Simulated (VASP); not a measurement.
A run of VASP 6.6.1:

POSCAR

```
AlN
1.0
   -3.1066653462      0.0000000000      0.0000000000
    0.0000000000      0.0000000000     -4.9784048411
    0.0000000000     -5.3809022217      0.0000000000
Al N
4 4
Direct
    0.4436695040      0.9983070980      0.1666666667
   -0.0563304960      0.9983070980      0.6666666667
    0.0563304960      0.4983070980      0.3333333333
    0.5563304960      0.4983070980      0.8333333333
    0.5494532283      0.6166929020      0.1666666667
    0.0494532283      0.6166929020      0.6666666667
   -0.0494532283      0.1166929020      0.3333333333
    0.4505467717      0.1166929020      0.8333333333
```

File INCAR.step1:

```
SYSTEM = AlN
  PREC = Accurate
  ENCUT = 520
  ISMEAR = 0
  SIGMA = 0.05
  LREAL = .FALSE.
  LASPH = .TRUE.
  NELM = 60
  NBANDS = 26
  GGA = PE
  ALGO = Normal
  EDIFF = 1E-4
  LWAVE = .TRUE.
  LCHARG = .FALSE.
```

Contents of INCAR.step2:

```
SYSTEM = AlN
  PREC = Accurate
  ENCUT = 520
  EDIFF = 1E-7
  ISMEAR = 0
  SIGMA = 0.05
  LREAL = .FALSE.
  LASPH = .TRUE.
  NELM = 60
  ALGO = Normal
  ISIF = 2
  LWAVE = .FALSE.
  LCHARG = .FALSE.
  METAGGA = R2SCAN
  LMIXTAU = .TRUE.
  NBANDS = 26
  ISTART = 1
```

KPOINTS

```
regular mesh
0
G
  8 6 4
  0 0 0
```

Potentials or basis: VASP PAW PBE potentials, release 64 (Al, N).

Run with:

```sh
$ cat potpaw_PBE.64/Al/POTCAR potpaw_PBE.64/N/POTCAR > POTCAR
$ cp INCAR.step1 INCAR
$ mpirun -np 1 vasp_std > vasp.out
$ cp INCAR.step2 INCAR
$ mpirun -np 1 vasp_std > vasp.out
```

Hardware: 1 thread of Intel Xeon 8259CL, with other jobs on the host.

Task: How long does it take, and how much memory?

Result: It took 9.5 min on 1 thread of Intel Xeon 8259CL, on a shared host, peak memory 0.27 GiB. Counts: k points 72.
